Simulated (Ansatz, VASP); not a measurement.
## SiNi3 in VASP and in Ansatz

INCAR

```
SYSTEM = SiNi3
PREC = Accurate ; ENCUT = 520
EDIFF = 1E-7 ; ISMEAR = 0
SIGMA = 0.15 ; LREAL = .FALSE.
LASPH = .TRUE. ; NELM = 100
ALGO = Fast ; ISIF = 2
LWAVE = .FALSE. ; LCHARG = .FALSE.
GGA = PS ; NBANDS = 44
```

KPOINTS

```
Automatic mesh
0
G
  14 14 8
  0 0 0
```

File POSCAR:

```
SiNi3
1.0
    3.4612457600      0.0000000000      0.0000000000
    0.0000000000      3.4612457600      0.0000000000
    0.0000000000      0.0000000000      6.9224915201
Si Ni
2 6
Direct
    0.0000000000      0.0000000000      0.5000000000
    0.0000000000      0.0000000000      0.0000000000
    0.0000000000      0.5000000000      0.2565005497
    0.0000000000      0.5000000000      0.7565005497
    0.5000000000      0.0000000000      0.2434994503
    0.5000000000      0.0000000000      0.7434994503
    0.5000000000      0.5000000000      0.0000000000
    0.5000000000      0.5000000000      0.5000000000
```

Input for Ansatz:

```yaml
crystal:
  lattice:
    - [3.46124576, 0.0, 0.0]
    - [0.0, 3.46124576, 0.0]
    - [0.0, 0.0, 6.9224915201]
  atoms:
    - { symbol: Si, position: [0.0, 0.0, 0.5] }
    - { symbol: Si, position: [0.0, 0.0, 0.0] }
    - { symbol: Ni, position: [0.0, 0.5, 0.2565005497] }
    - { symbol: Ni, position: [0.0, 0.5, 0.7565005497] }
    - { symbol: Ni, position: [0.5, 0.0, 0.2434994503] }
    - { symbol: Ni, position: [0.5, 0.0, 0.7434994503] }
    - { symbol: Ni, position: [0.5, 0.5, 0.0] }
    - { symbol: Ni, position: [0.5, 0.5, 0.5] }
basis:
  ecutwfc: 420
kpoints:
  mp_grid: { grid: [14, 14, 8] }
hamiltonian:
  xc: pbesol
scf:
  occupations: { method: gaussian, width: 0.15 }
output:
  forces: true
  stress: true
  eigenvalues: true
  write_density: true
  write_potential: true
  elf: true
  volumetric_format: npy
```

Change from the starting cell: mode 9 (208.1 1/cm) frozen in, largest displacement +0.045 Å.

Alike in both runs: task single point; functional PBEsol; k mesh 14 × 14 × 8; occupations gaussian, width 0.15 eV; no spin polarisation.

```csv
,VASP,Ansatz
version,VASP 6.6.1,Ansatz 0.2.0
potentials or method,"VASP PAW PBE potentials, release 64 (Si, Ni), cutoff 520 eV","scalar-relativistic, plane waves, PAW"
valence electrons in the cell,68,116
```

|  | VASP | Ansatz | Ansatz less VASP |
| --- | --- | --- | --- |
| gap on the k mesh at the Fermi level (eV) | none | none | - |
| pressure (GPa) | 0.4 | 0.3 | -0.12 |
| rms of the force components (eV/Å) | 0.171 | 0.172 | +0.0008 |

VASP's potentials were made for PBE, not for PBEsol. Atom by atom the forces differ by 0.001 eV/Å (rms over components). A gap of «none» marks a metal or a gap that the smearing closes. The functional is the same, so the differences come from potentials, cutoffs and numerics. VASP's potentials hold 68 valence electrons a cell and Ansatz's 116, so a difference there can come from the potentials and not from the codes.
